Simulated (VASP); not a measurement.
# P2Rh2W (I4/mmm) in VASP: further runs

Runs on P2Rh2W. Level: r2SCAN+U. Tasks: single point.

All numbers are computed with VASP 6.6.1; they aren't measurements. Logs are shortened: lines on timing, memory, paths and dates and some standing lists are left out, and cuts for length are marked.

**1. The cell of the first run**

It takes space group I4/mmm (No. 139, tetragonal). The conventional cell has a = 3.592 Å, b = 3.592 Å, c = 12.008 Å, α = 90.00°, β = 90.00°, γ = 90.00°. W (site symmetry 4/mmm) has 8 P at 3.05 Å and 8 Rh at 3.50 Å and 4 W at 3.59 Å within 4.0 Å. Rh (site symmetry -4m2) has 4 P at 2.23 Å and 4 Rh at 2.54 Å within 2.9 Å. P (site symmetry 4mm) has 4 Rh at 2.23 Å within 2.9 Å.

**2. Single point, r2SCAN+U**

Input file POSCAR:

```
P2Rh2W
1.0
    0.0000000000      3.5915870000      0.0000000000
    3.5915870000      0.0000000000      0.0000000000
    1.7957930000      1.7957930000     -6.0041640000
W Rh P
1 2 2
Direct
    0.0000000000      0.0000000000      0.0000000000
    0.7500000000      0.2500000000      0.5000000000
    0.2500000000      0.7500000000      0.5000000000
    0.3600000000      0.3600000000      0.2800000000
    0.6400000000      0.6400000000      0.7200000000
```

Input file INCAR.step1:

```
PREC = Accurate
ENCUT = 520
ISMEAR = 1
SIGMA = 0.001
LREAL = False
LASPH = True
NELM = 150
LMAXMIX = 4
LDAU = True
LDAUTYPE = 1
LDAUL = -1 2 -1
LDAUU = 0 3.86 0
LDAUJ = 0 0.7 0
NBANDS = 35
GGA = PE
ALGO = Normal
EDIFF = 1E-4
LWAVE = True
LCHARG = False
```

Input file INCAR.step2:

```
PREC = Accurate
ENCUT = 520
EDIFF = 1E-7
ISMEAR = 1
SIGMA = 0.001
LREAL = False
LASPH = True
NELM = 150
ALGO = Normal
ISIF = 2
LWAVE = False
LCHARG = True
LMAXMIX = 4
LDAU = True
LDAUTYPE = 1
LDAUL = -1 2 -1
LDAUU = 0 3.86 0
LDAUJ = 0 0.7 0
LDAUPRINT = 1
METAGGA = R2SCAN
LMIXTAU = True
LELF = True
LVHAR = True
NBANDS = 35
ISTART = 1
```

Input file KPOINTS:

```
regular mesh
0
Gamma
  5 5 5
```

Potentials or basis: VASP PAW PBE potentials, release 64 (W_sv, Rh_pv, P).

Launch:

```sh
> cat potpaw_PBE.64/W_sv/POTCAR potpaw_PBE.64/Rh_pv/POTCAR potpaw_PBE.64/P/POTCAR > POTCAR
> cp INCAR.step1 INCAR
> mpirun -np 1 vasp_std > vasp.out
> cp INCAR.step2 INCAR
> mpirun -np 1 vasp_std > vasp.out
```

OUTCAR:

```text
PREC = Accurate
   ENCUT = 520
   EDIFF = 1E-7
   ISMEAR = 1
   LREAL = False
   LASPH = True
   NELM = 150
   ISIF = 2
   METAGGA = R2SCAN
   ISTART = 1

 ion  position               nearest neighbor table
   1  0.000  0.000  0.000-   4 3.05   5 3.05   5 3.05   5 3.05   4 3.05   4 3.05   5 3.05   4 3.05

   2  0.750  0.250  0.500-   4 2.23   5 2.23   4 2.23   5 2.23   3 2.54   3 2.54   3 2.54   3 2.54

   3  0.250  0.750  0.500-   4 2.23   5 2.23   4 2.23   5 2.23   2 2.54   2 2.54   2 2.54   2 2.54

   4  0.360  0.360  0.280-   2 2.23   3 2.23   3 2.23   2 2.23   1 3.05   1 3.05   1 3.05   1 3.05

   5  0.640  0.640  0.720-   2 2.23   3 2.23   3 2.23   2 2.23   1 3.05   1 3.05   1 3.05   1 3.05

  LATTYP: Found a body centered tetragonal cell.
 ALAT       =     3.5915870000
 C/A-ratio  =     3.3434601473

  Lattice vectors:

 A1 = (  -1.7957930000,   1.7957940000,   6.0041640000)
 A2 = (   1.7957940000,  -1.7957930000,   6.0041640000)
 A3 = (   1.7957930000,   1.7957930000,  -6.0041640000)

Analysis of symmetry for initial positions (statically):
=====================================================================
 Subroutine PRICEL returns:
 Original cell was already a primitive cell.

 Routine SETGRP: Setting up the symmetry group for a
 body centered tetragonal supercell.

 Subroutine GETGRP returns: Found 16 space group operations
 (whereof 16 operations were pure point group operations)
 out of a pool of 16 trial point group operations.

The static configuration has the point symmetry D_4h.

Analysis of symmetry for dynamics (positions and initial velocities):
=====================================================================
 Subroutine PRICEL returns:
 Original cell was already a primitive cell.

 Routine SETGRP: Setting up the symmetry group for a
 body centered tetragonal supercell.

[... 182 lines left out ...]
spin component  1

  0.7390  0.0000  0.0000  0.0000 -0.0000
  0.0000  0.7629  0.0000  0.0000 -0.0000
  0.0000  0.0000  0.8036  0.0000 -0.0000
  0.0000  0.0000  0.0000  0.7629  0.0000
 -0.0000 -0.0000 -0.0000  0.0000  0.8099

spin component  2

  0.7390  0.0000  0.0000  0.0000 -0.0000
  0.0000  0.7629  0.0000  0.0000 -0.0000
  0.0000  0.0000  0.8036  0.0000 -0.0000
  0.0000  0.0000  0.0000  0.7629  0.0000
 -0.0000 -0.0000 -0.0000  0.0000  0.8099

 occupancies and eigenvectors

  o =  0.7390  v =  1.0000 -0.0000  0.0000 -0.0000  0.0000  0.0000  0.0000  0.0000  0.0000  0.0000      0.0000  0.0000  0.0000  0.0000  0.0000  0.0000  0.0000  0.0000  0.0000  0.0000
  o =  0.7390  v =  0.0000  0.0000  0.0000  0.0000  0.0000  1.0000 -0.0000  0.0000 -0.0000  0.0000      0.0000  0.0000  0.0000  0.0000  0.0000  0.0000  0.0000  0.0000  0.0000  0.0000
  o =  0.7629  v =  0.0000 -0.7071 -0.0000  0.7072 -0.0000  0.0000  0.0000  0.0000  0.0000  0.0000      0.0000  0.0000  0.0000  0.0000  0.0000  0.0000  0.0000  0.0000  0.0000  0.0000
  o =  0.7629  v =  0.0000  0.0000  0.0000  0.0000  0.0000  0.0000 -0.7071 -0.0000  0.7072 -0.0000      0.0000  0.0000  0.0000  0.0000  0.0000  0.0000  0.0000  0.0000  0.0000  0.0000
  o =  0.7629  v = -0.0000 -0.7072  0.0000 -0.7071 -0.0000  0.0000  0.0000  0.0000  0.0000  0.0000      0.0000  0.0000  0.0000  0.0000  0.0000  0.0000  0.0000  0.0000  0.0000  0.0000
  o =  0.7629  v =  0.0000  0.0000  0.0000  0.0000  0.0000 -0.0000 -0.7072  0.0000 -0.7071 -0.0000      0.0000  0.0000  0.0000  0.0000  0.0000  0.0000  0.0000  0.0000  0.0000  0.0000
  o =  0.8036  v =  0.0000  0.0000  1.0000  0.0000  0.0000  0.0000  0.0000  0.0000  0.0000  0.0000      0.0000  0.0000  0.0000  0.0000  0.0000  0.0000  0.0000  0.0000  0.0000  0.0000
  o =  0.8036  v =  0.0000  0.0000  0.0000  0.0000  0.0000  0.0000  0.0000  1.0000  0.0000  0.0000      0.0000  0.0000  0.0000  0.0000  0.0000  0.0000  0.0000  0.0000  0.0000  0.0000
  o =  0.8099  v =  0.0000  0.0000  0.0000  0.0000  0.0000 -0.0000 -0.0000 -0.0000  0.0000  1.0000      0.0000  0.0000  0.0000  0.0000  0.0000  0.0000  0.0000  0.0000  0.0000  0.0000
  o =  0.8099  v = -0.0000 -0.0000 -0.0000  0.0000  1.0000  0.0000  0.0000  0.0000  0.0000  0.0000      0.0000  0.0000  0.0000  0.0000  0.0000  0.0000  0.0000  0.0000  0.0000  0.0000

 number of electron      54.0000001 magnetization

 Free energy of the ion-electron system (eV)
  ---------------------------------------------------
  ext. energy  EPLUGINS =         0.00000000
  ---------------------------------------------------
  free energy    TOTEN  =      -108.92202478 eV

  energy without entropy =     -108.92201807  energy(sigma->0) =     -108.92202255

 E-fermi :  10.1321     XC(G=0): -13.2018

 val. band max:       10.1315699720   @ k =  -0.2000  -0.4000   0.2000
 cond. band min:      10.1409654881   @ k =  -0.2000   0.0000   0.2000
 fundamental gap:      0.0093955161
 Fermi energy:        10.1320789705

 k-point     1 :       0.0000    0.0000    0.0000
  band No.  band energies     occupation
      1     -66.5598      2.00000
      2     -38.3753      2.00000
      3     -38.3753      2.00000
      4     -37.9884      2.00000
      5     -37.7927      2.00000
      6     -37.6806      2.00000
[... 673 lines left out ...]
     34      14.1713      0.00000
     35      15.6404      0.00000

------------------------ aborting loop because EDIFF is reached ----------------------------------------

  FORCE on cell =-STRESS in cart. coord.  units (eV):
  Direction    XX          YY          ZZ          XY          YZ          ZX
  --------------------------------------------------------------------------------------
  -------------------------------------------------------------------------------------
  Total        5.2733220      5.2733220     -4.7358911     -0.0000000     -0.0000004     -0.0000004
  in kB      109.0861333    109.0861333    -97.9686145     -0.0000000     -0.0000082     -0.0000082
  external PRESSURE =      40.0678840 kB  Pullay stress =       0.0000000 kB

 VOLUME and BASIS-vectors are now :
 -----------------------------------------------------------------------------
  energy-cutoff  :      520.00
  volume of cell :       77.45
      direct lattice vectors                 reciprocal lattice vectors
     0.000000000  3.591587000  0.000000000     0.000000000  0.278428450  0.083275517
     3.591587000  0.000000000  0.000000000     0.278428450  0.000000000  0.083275517
     1.795793000  1.795793000 -6.004164000     0.000000000  0.000000000 -0.166551080

 POSITION                                       TOTAL-FORCE (eV/Angst)
 -----------------------------------------------------------------------------------
      0.00000      0.00000      0.00000        -0.000000      0.000000      0.000000
      1.79579      3.59159     -3.00208        -0.000000     -0.000000      0.000000
      3.59159      1.79579     -3.00208         0.000000      0.000000      0.000000
      1.79579      1.79579     -1.68117         0.000000      0.000000      4.134108
      3.59159      3.59159     -4.32300        -0.000000     -0.000000     -4.134108
 -----------------------------------------------------------------------------------
    total drift:                                0.000000      0.000000     -0.000000

  FREE ENERGIE OF THE ION-ELECTRON SYSTEM (eV)
  ---------------------------------------------------
  free  energy   TOTEN  =      -108.9220247843 eV

  energy  without entropy=     -108.9220180706  energy(sigma->0) =     -108.92202255
```

Wall time 4.9 min (1 thread of Intel Xeon 8259CL, shared host); peak memory 0.22 GiB.

What came out:

* Free energy: -108.9220 eV
* Pressure: 4.0 GPa
* Largest force: 4.134 eV/Å
* Band gap on the k mesh: zero (bands 27 and 28 overlap by 0.73 eV)

Forces in eV/Å, atoms in the order of the input:
```
W    0.000  0.000  0.000
Rh   0.000  0.000  0.000
Rh   0.000  0.000  0.000
P    0.000  0.000  4.134
P    0.000  0.000 -4.134
```

Levels at points of the mesh, in eV from the Fermi level:
```csv
k point,band 25,band 26,band 27,band 28,band 29,band 30
"(0.00, 0.00, 0.00)",-1.26,-0.13,0.66,1.05,2.18,2.18
```

Eigenvalues of the final occupation matrices:
```csv
site,spin,trace,eigenvalues
site 2 d,1,3.88,0.74 0.76 0.76 0.80 0.81
site 2 d,2,3.88,0.74 0.76 0.76 0.80 0.81
site 3 d,1,3.88,0.74 0.76 0.76 0.80 0.81
site 3 d,2,3.88,0.74 0.76 0.76 0.80 0.81
```

Caveat: the k points lie up to 0.37 Å⁻¹ apart, too coarse for converged energies and pressures of a metal; the PAW data sets were made with another functional, which shifts forces and pressure a little; spin-orbit coupling is left out, which moves the levels of the heavy elements; U without spin polarisation on a metal has little footing; the U is typed as a test and isn't derived for this compound.

**3. Single point, r2SCAN+U**

POSCAR is that of step 2.

Input file INCAR.step1:

```
SYSTEM = P2Rh2W
ALGO = Normal
EDIFF = 1E-4
ENCUT = 520
GGA = PE
ISMEAR = 0
LASPH = .True.
LCHARG = .False.
LDAU = .True.
LDAUJ = 0 0.7 0
LDAUL = -1 2 -1
LDAUTYPE = 1
LDAUU = 0 3.86 0
LMAXMIX = 4
LREAL = .False.
LWAVE = .True.
NBANDS = 35
NELM = 150
PREC = Accurate
SIGMA = 0.0137
```

Input file INCAR.step2:

```
SYSTEM = P2Rh2W
ALGO = Normal
EDIFF = 1E-7
ENCUT = 520
ISIF = 2
ISMEAR = 0
ISTART = 1
LASPH = .True.
LCHARG = .False.
LDAU = .True.
LDAUJ = 0 0.7 0
LDAUL = -1 2 -1
LDAUPRINT = 1
LDAUTYPE = 1
LDAUU = 0 3.86 0
LMAXMIX = 4
LMIXTAU = .True.
LREAL = .False.
LWAVE = .False.
METAGGA = R2SCAN
NBANDS = 35
NELM = 150
PREC = Accurate
SIGMA = 0.0137
```

Input file KPOINTS:

```
k-points
0
Gamma
  7 7 7
  0 0 0
```

Potentials or basis: VASP PAW PBE potentials, release 64 (W_sv, Rh_pv, P).

Launch:

```sh
> cat potpaw_PBE.64/W_sv/POTCAR potpaw_PBE.64/Rh_pv/POTCAR potpaw_PBE.64/P/POTCAR > POTCAR
> cp INCAR.step1 INCAR
> mpirun -np 1 vasp_std > vasp.out
> cp INCAR.step2 INCAR
> mpirun -np 1 vasp_std > vasp.out
```

OUTCAR:

```text
SYSTEM = P2Rh2W
   EDIFF = 1E-7
   ENCUT = 520
   ISIF = 2
   ISMEAR = 0
   ISTART = 1
   LASPH = .True.
   LREAL = .False.
   METAGGA = R2SCAN
   NELM = 150
   PREC = Accurate

 ion  position               nearest neighbor table
   1  0.000  0.000  0.000-   4 3.05   5 3.05   5 3.05   5 3.05   4 3.05   4 3.05   5 3.05   4 3.05

   2  0.750  0.250  0.500-   4 2.23   5 2.23   4 2.23   5 2.23   3 2.54   3 2.54   3 2.54   3 2.54

   3  0.250  0.750  0.500-   4 2.23   5 2.23   4 2.23   5 2.23   2 2.54   2 2.54   2 2.54   2 2.54

   4  0.360  0.360  0.280-   2 2.23   3 2.23   3 2.23   2 2.23   1 3.05   1 3.05   1 3.05   1 3.05

   5  0.640  0.640  0.720-   2 2.23   3 2.23   3 2.23   2 2.23   1 3.05   1 3.05   1 3.05   1 3.05

  LATTYP: Found a body centered tetragonal cell.
 ALAT       =     3.5915870000
 C/A-ratio  =     3.3434601473

  Lattice vectors:

 A1 = (  -1.7957930000,   1.7957940000,   6.0041640000)
 A2 = (   1.7957940000,  -1.7957930000,   6.0041640000)
 A3 = (   1.7957930000,   1.7957930000,  -6.0041640000)

Analysis of symmetry for initial positions (statically):
=====================================================================
 Subroutine PRICEL returns:
 Original cell was already a primitive cell.

[... 250 lines left out ...]
 Fermi energy:        10.0803562812

 k-point     1 :       0.0000    0.0000    0.0000
  band No.  band energies     occupation
      1     -66.6218      2.00000
      2     -38.4182      2.00000
      3     -38.4182      2.00000
      4     -37.9836      2.00000
      5     -37.7877      2.00000
      6     -37.7236      2.00000
[... 901 lines left out ...]
     34      13.2424      0.00000
     35      15.8373      0.00000

 [... further k-points ...]

------------------------ aborting loop because EDIFF is reached ----------------------------------------

  FORCE on cell =-STRESS in cart. coord.  units (eV):
  Direction    XX          YY          ZZ          XY          YZ          ZX
  --------------------------------------------------------------------------------------
  -------------------------------------------------------------------------------------
  Total        4.7457736      4.7457736     -3.7178881     -0.0000000     -0.0000003     -0.0000003
  in kB       98.1730464     98.1730464    -76.9097792     -0.0000000     -0.0000064     -0.0000064
  external PRESSURE =      39.8121045 kB  Pullay stress =       0.0000000 kB

 VOLUME and BASIS-vectors are now :
 -----------------------------------------------------------------------------
  energy-cutoff  :      520.00
  volume of cell :       77.45
      direct lattice vectors                 reciprocal lattice vectors
     0.000000000  3.591587000  0.000000000     0.000000000  0.278428450  0.083275517
     3.591587000  0.000000000  0.000000000     0.278428450  0.000000000  0.083275517
     1.795793000  1.795793000 -6.004164000     0.000000000  0.000000000 -0.166551080

 POSITION                                       TOTAL-FORCE (eV/Angst)
 -----------------------------------------------------------------------------------
      0.00000      0.00000      0.00000        -0.000000     -0.000000      0.000000
      1.79579      3.59159     -3.00208         0.000000     -0.000000      0.000000
      3.59159      1.79579     -3.00208        -0.000000      0.000000      0.000000
      1.79579      1.79579     -1.68117         0.000000      0.000000      4.131729
      3.59159      3.59159     -4.32300        -0.000000     -0.000000     -4.131729
 -----------------------------------------------------------------------------------
    total drift:                                0.000000      0.000000     -0.000000

  FREE ENERGIE OF THE ION-ELECTRON SYSTEM (eV)
  ---------------------------------------------------
  free  energy   TOTEN  =      -108.9751191237 eV

  energy  without entropy=     -108.9748435401  energy(sigma->0) =     -108.97498133
```

OSZICAR.step1:

```text
N       E                     dE             d eps       ncg     rms          rms(c)
DAV:   1     0.588523904751E+03    0.58852E+03   -0.30478E+04  2808   0.165E+03
DAV:   2    -0.651318925758E+01   -0.59504E+03   -0.58105E+03  2953   0.495E+02
DAV:   3    -0.327895806069E+02   -0.26276E+02   -0.25699E+02  3294   0.103E+02
DAV:   4    -0.333025588596E+02   -0.51298E+00   -0.50974E+00  3248   0.140E+01
DAV:   5    -0.333099387217E+02   -0.73799E-02   -0.73776E-02  3193   0.178E+00    0.361E+01
DAV:   6    -0.364748805966E+02   -0.31649E+01   -0.82677E+01  2997   0.235E+01    0.239E+01
DAV:   7    -0.308974435252E+02    0.55774E+01   -0.52221E+01  3183   0.383E+01    0.175E+01
DAV:   8    -0.297576102059E+02    0.11398E+01   -0.78054E+00  2989   0.133E+01    0.382E+00
DAV:   9    -0.296727400573E+02    0.84870E-01   -0.56669E-01  3001   0.349E+00    0.185E+00
DAV:  10    -0.296729573594E+02   -0.21730E-03   -0.23486E-02  3197   0.943E-01    0.965E-01
DAV:  11    -0.296760771718E+02   -0.31198E-02   -0.15940E-02  3020   0.680E-01    0.460E-01
DAV:  12    -0.296756216720E+02    0.45550E-03   -0.21112E-03  2975   0.244E-01    0.154E-01
DAV:  13    -0.296756113046E+02    0.10367E-04   -0.29102E-04  2363   0.740E-02
   1 F= -.29675611E+02 E0= -.29675439E+02  d E =-.344188E-03
```

Wall time 7.6 min (1 thread of Intel Xeon Platinum 8259CL at 2.50GHz (Skylake/Cascade Lake), shared host); peak memory 0.26 GiB.

What came out:

- Free energy: -108.9751 eV
- Pressure: 4.0 GPa
- Largest force: 4.132 eV/Å
- Band gap on the k mesh: zero (bands 27 and 28 overlap by 0.93 eV)

Forces in eV/Å, atoms in the order of the input:
```
W    0.000  0.000  0.000
Rh   0.000  0.000  0.000
Rh   0.000  0.000  0.000
P    0.000  0.000  4.132
P    0.000  0.000 -4.132
```

Stress tensor (GPa, compression positive):
```
 9.82  0.00  0.00
 0.00  9.82  0.00
 0.00  0.00 -7.69
```

Levels at points of the mesh, in eV from the Fermi level:
| k point | band 25 | band 26 | band 27 | band 28 | band 29 | band 30 |
| --- | --- | --- | --- | --- | --- | --- |
| (0.00, 0.00, 0.00) | -1.28 | -0.09 | 0.72 | 1.10 | 2.21 | 2.21 |

Eigenvalues of the final occupation matrices:
| site | spin | trace | eigenvalues |
| --- | --- | --- | --- |
| site 2 d | 1 | 3.87 | 0.72 0.76 0.76 0.81 0.81 |
| site 2 d | 2 | 3.87 | 0.72 0.76 0.76 0.81 0.81 |
| site 3 d | 1 | 3.87 | 0.72 0.76 0.76 0.81 0.81 |
| site 3 d | 2 | 3.87 | 0.72 0.76 0.76 0.81 0.81 |

Caveat: the cell stands under pressure; the PAW data sets were made with another functional, which shifts forces and pressure a little; spin-orbit coupling is left out, which moves the levels of the heavy elements; U without spin polarisation on a metal has little footing; the U is typed as a test and isn't derived for this compound.
